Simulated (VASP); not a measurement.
# P (P6/mmm) in VASP: a series of runs, part 2 of 2

VASP 6.6.1.

**3. Single point, PBE (volume scaled by 0.45)**

File INCAR:

```
  PREC = Accurate
  ENCUT = 520
  EDIFF = 1E-6
  ISMEAR = -1
  SIGMA = 0.05
  LREAL = False
  LASPH = True
  NELM = 60
  ALGO = Normal
  ISIF = 2
  LWAVE = False
  LCHARG = False
  GGA = PE
  NBANDS = 14
```

File KPOINTS:

```
Automatic mesh
0
Gamma
  9 9 12
```

File POSCAR:

```
P
1.0
    3.3516927431      0.0000000000      0.0000000000
   -1.6758463716      2.9026510612      0.0000000000
    0.0000000000      0.0000000000      1.9908501593
P
3
Direct
    0.0000000000      0.0000000000      0.0000000000
    0.3333333333      0.6666666667      0.5000000000
    0.6666666667      0.3333333333      0.5000000000
```

Potentials or basis: VASP PAW PBE potentials, release 64 (P).

The run is started by

```sh
> cat potpaw_PBE.64/P/POTCAR > POTCAR
> mpirun -np 1 vasp_std > vasp.out
```

OUTCAR:

```text
PREC = Accurate
   ENCUT = 520
   EDIFF = 1E-6
   ISMEAR = -1
   LREAL = False
   LASPH = True
   NELM = 60
   ISIF = 2
   GGA = PE

 ion  position               nearest neighbor table
   1  0.000  0.000  0.000-   2 2.18   3 2.18   2 2.18   3 2.18   3 2.18   3 2.18   2 2.18   2 2.18
                             3 2.18   3 2.18   2 2.18   2 2.18
   2  0.333  0.667  0.500-   3 1.94   3 1.94   3 1.94   1 2.18   1 2.18   1 2.18   1 2.18   1 2.18
                             1 2.18   3 2.78   3 2.78   3 2.78   3 2.78   3 2.78   3 2.78
   3  0.667  0.333  0.500-   2 1.94   2 1.94   2 1.94   1 2.18   1 2.18   1 2.18   1 2.18   1 2.18
                             1 2.18   2 2.78   2 2.78   2 2.78   2 2.78   2 2.78   2 2.78

  LATTYP: Found a hexagonal cell.
 ALAT       =     3.3516927431
 C/A-ratio  =     0.5939834919

  Lattice vectors:

 A1 = (   3.3516927431,   0.0000000000,   0.0000000000)
 A2 = (  -1.6758463716,   2.9026510612,   0.0000000000)
 A3 = (   0.0000000000,   0.0000000000,   1.9908501593)

Analysis of symmetry for initial positions (statically):
=====================================================================
 Subroutine PRICEL returns:
 Original cell was already a primitive cell.

 Routine SETGRP: Setting up the symmetry group for a
 hexagonal supercell.

 Subroutine GETGRP returns: Found 24 space group operations
 (whereof 24 operations were pure point group operations)
 out of a pool of 24 trial point group operations.

The static configuration has the point symmetry D_6h.

Analysis of symmetry for dynamics (positions and initial velocities):
=====================================================================
 Subroutine PRICEL returns:
 Original cell was already a primitive cell.

 Routine SETGRP: Setting up the symmetry group for a
 hexagonal supercell.

 Subroutine GETGRP returns: Found 24 space group operations
 (whereof 24 operations were pure point group operations)
 out of a pool of 24 trial point group operations.

The dynamic configuration has the point symmetry D_6h.

 Subroutine INISYM returns: Found 24 space group operations
 (whereof 24 operations are pure point group operations),
 and found     1 'primitive' translations

----------------------------------------------------------------------------------------

                                     Primitive cell

  volume of cell :      19.3686

  direct lattice vectors                    reciprocal lattice vectors
     3.351692743  0.000000000  0.000000000     0.298356704  0.172256323  0.000000000
    -1.675846372  2.902651061  0.000000000     0.000000000  0.344512647  0.000000000
     0.000000000  0.000000000  1.990850159     0.000000000  0.000000000  0.502297973

  length of vectors
     3.351692743  3.351692743  1.990850159     0.344512647  0.344512647  0.502297973

  position of ions in fractional coordinates (direct lattice)
     0.000000000  0.000000000  0.000000000
     0.333333333  0.666666667  0.500000000
     0.666666667  0.333333333  0.500000000

  ion indices of the primitive-cell ions
   primitive index   ion index
                 1           1
                 2           2
                 3           3

----------------------------------------------------------------------------------------

 KPOINTS: Automatic mesh
[... 30 lines left out ...]
  0.111111  0.111111  0.000000      6.000000
[... 16 lines left out ...]
  0.333333  0.222222  0.083333     24.000000
  0.333333  0.333333  0.083333      4.000000
 [... further k-points ...]
   k-points           NKPTS =     84   k-points in BZ     NKDIM =     84   number of bands    NBANDS=     14
   number of dos      NEDOS =    301   number of ions     NIONS =      3
   total plane-waves  NPLWV =  12544
   dimension x,y,z NGX =    28 NGY =   28 NGZ =   16
   dimension x,y,z NGXF=    56 NGYF=   56 NGZF=   32
   ions per type =               3
   NGX,Y,Z   is equivalent  to a cutoff of  13.89, 13.89, 13.36 a.u.
   NGXF,Y,Z  is equivalent  to a cutoff of  27.78, 27.78, 26.72 a.u.
 SYSTEM =  unknown system
   PREC   = accura    normal or accurate (medium, high low for compatibility)
   ISTART =      0    job   : 0-new  1-cont  2-samecut
   ICHARG =      2    charge: 1-file 2-atom 10-const
   ISPIN  =      1    spin polarized calculation?
   LNONCOLLINEAR =      F non collinear calculations
   LSORBIT =      F    spin-orbit coupling
   LASPH  =      T    aspherical Exc in radial PAW
   ENCUT  =  520.0 eV  38.22 Ry    6.18 a.u.   6.23  6.23  3.70*2*pi/ulx,y,z
   NELM   =     60;   NELMIN=  2; NELMDL= -5     # of ELM steps
   EDIFF  = 0.1E-05   stopping-criterion for ELM
   LREAL  =      F    real-space projection
   EDIFFG = 0.1E-04   stopping-criterion for IOM
   NSW    =      0    number of steps for IOM
   IBRION =     -1    ionic relax: 0-MD 1-quasi-New 2-CG
   NFREE  =      0    steps in history (QN), initial steepest desc. (CG)
   ISIF   =      2    stress and relaxation
   ISYM   =      2    0-nonsym 1-usesym 2-fastsym
   POTIM  = 0.5000    time-step for ionic-motion
   TEBEG  =    0.0;   TEEND  =   0.0 temperature during run
   PSTRESS=    0.0 pullay stress
   NELECT =      15.0000    total number of electrons
   NUPDOWN=      -1.0000    fix difference up-down
   EMIN   =  10.00;   EMAX   =-10.00  energy-range for DOS
   EFERMI =   0.00;   METHOD = LEGACY
   ISMEAR =    -1;   SIGMA  =   0.05  broadening in eV -4-tet -1-fermi 0-gaus
   EFERMI_NEDOS =   21; number of points for ismear=-14 and -15
   IALGO  =     38    algorithm
   IMIX   =      4    mixing-type and parameters
     AMIX     =   0.40;   BMIX     =  1.00
     AMIX_MAG =   1.60;   BMIX_MAG =  1.00
  volume/ion in A,a.u.               =       6.46        43.57
  Fermi-wavevector in a.u.,A,eV,Ry     =   1.503394  2.841002 30.751786  2.260193
  Thomas-Fermi vector in A             =   2.614510
   LORBIT       =      0    0 simple, 1 ext, 2 COOP (PROOUT), +10 PAW based schemes
   GGA     = PE    functional components
   LHFCALC =     F    Hartree Fock is set to
   AEXX    =    0.0000 exact exchange contribution
   IVDW    =     0    specifies the selected vdW correction
   LEPSILON=     F    determine dielectric tensor
   LRPA    =     F    only Hartree local field effects (RPA)
 non-spin polarized calculation
  energy-cutoff  :      520.00
  volume of cell :       19.37
 maximum number of plane-waves:       534
 NGX is ok and might be reduce to    28
   NGX = 13   NGY = 13   NGZ =  7

 number of electron      14.9999999 magnetization

 Free energy of the ion-electron system (eV)
  ---------------------------------------------------
  ext. energy  EPLUGINS =         0.00000000
  ---------------------------------------------------
  free energy    TOTEN  =         0.02678521 eV

  energy without entropy =        0.03573166  energy(sigma->0) =        0.03125843

 E-fermi :  25.4912     XC(G=0): -15.2975

 val. band max:       25.4434884774   @ k =   0.4444   0.1111   0.3333
 cond. band min:      25.5287409823   @ k =   0.3333   0.2222   0.1667
 fundamental gap:      0.0852525049
 Fermi energy:        25.4912206365

 k-point     1 :       0.0000    0.0000    0.0000
  band No.  band energies     occupation
      1      -2.0564      2.00000
      2      13.1972      2.00000
      3      13.1972      2.00000
      4      13.2414      2.00000
      5      13.2414      2.00000
      6      16.1543      2.00000
      7      16.5644      2.00000
      8      31.4676      0.00000
      9      32.2616      0.00000
     10      40.8169      0.00000
     11      41.2556      0.00000
     12      41.2556      0.00000
     13      44.4543      0.00000
     14      44.4583      0.00000
[... 377 lines left out ...]
      1       3.5627      2.00000
      2       3.7768      2.00000
      3       3.7768      2.00000
      4      19.3931      2.00000
      5      19.7114      2.00000
      6      19.7114      2.00000
      7      30.1702      0.00000
      8      30.1702      0.00000
      9      30.8843      0.00000
     10      34.7473      0.00000
     11      34.7473      0.00000
     12      34.9849      0.00000
     13      35.9827      0.00000
     14      36.2809      0.00000

 [... further k-points ...]
[... 5 lines left out ...]
  --------------------------------------------------------------------------------------
  -------------------------------------------------------------------------------------
  Total       46.7245711     46.7245711     46.7776144     -0.0000000      0.0000000      0.0000000
  in kB     3865.0783506   3865.0783506   3869.4661167     -0.0000001      0.0000000      0.0000000
  external PRESSURE =    3866.5409393 kB  Pullay stress =       0.0000000 kB

 VOLUME and BASIS-vectors are now :
 -----------------------------------------------------------------------------
  energy-cutoff  :      520.00
  volume of cell :       19.37
      direct lattice vectors                 reciprocal lattice vectors
     3.351692743  0.000000000  0.000000000     0.298356704  0.172256323  0.000000000
    -1.675846372  2.902651061  0.000000000     0.000000000  0.344512647  0.000000000
     0.000000000  0.000000000  1.990850159     0.000000000  0.000000000  0.502297973

 POSITION                                       TOTAL-FORCE (eV/Angst)
 -----------------------------------------------------------------------------------
      0.00000      0.00000      0.00000         0.000000      0.000000      0.000000
     -0.00000      1.93510      0.99543        -0.000000     -0.000000      0.000000
      1.67585      0.96755      0.99543         0.000000      0.000000      0.000000
 -----------------------------------------------------------------------------------
    total drift:                                0.000000     -0.000000     -0.000000

  FREE ENERGIE OF THE ION-ELECTRON SYSTEM (eV)
  ---------------------------------------------------
  free  energy   TOTEN  =         0.0267852059 eV

  energy  without entropy=        0.0357316610  energy(sigma->0) =        0.03125843
```

OSZICAR:

```text
N       E                     dE             d eps       ncg     rms          rms(c)
DAV:   1     0.519861562686E+02    0.51986E+02   -0.73303E+03  2376   0.970E+02
DAV:   2     0.117497602399E+01   -0.50811E+02   -0.47093E+02  3202   0.179E+02
DAV:   3    -0.247408379478E+00   -0.14224E+01   -0.14158E+01  3042   0.262E+01
DAV:   4    -0.250952920449E+00   -0.35445E-02   -0.35437E-02  2802   0.153E+00
DAV:   5    -0.250968601469E+00   -0.15681E-04   -0.15676E-04  3008   0.731E-02    0.313E+01
DAV:   6    -0.598454405156E-01    0.19112E+00   -0.80100E-02  2892   0.194E+00    0.184E+01
DAV:   7     0.246971077861E-01    0.84543E-01   -0.70736E-02  2938   0.187E+00    0.513E-01
DAV:   8     0.266863925929E-01    0.19893E-02   -0.61184E-03  2868   0.600E-01    0.382E-01
DAV:   9     0.267808607080E-01    0.94468E-04   -0.64889E-04  2976   0.181E-01    0.179E-01
DAV:  10     0.267867718578E-01    0.59111E-05   -0.78236E-06  2844   0.227E-02    0.563E-02
DAV:  11     0.267846374329E-01   -0.21344E-05   -0.17904E-06  2270   0.974E-03    0.744E-03
DAV:  12     0.267852058953E-01    0.56846E-06   -0.13208E-07  1548   0.312E-03
   1 F= 0.26785206E-01 E0= 0.31258433E-01  d E =-.894646E-02
```

Run time: 15 s. Hardware: 1 thread of Intel Xeon Platinum 8375C at 2.90GHz (Ice Lake), shared host; peak memory 0.14 GiB.

Results:

```yaml
Free_energy: 0.0268 eV
Pressure: 386.7 GPa
```
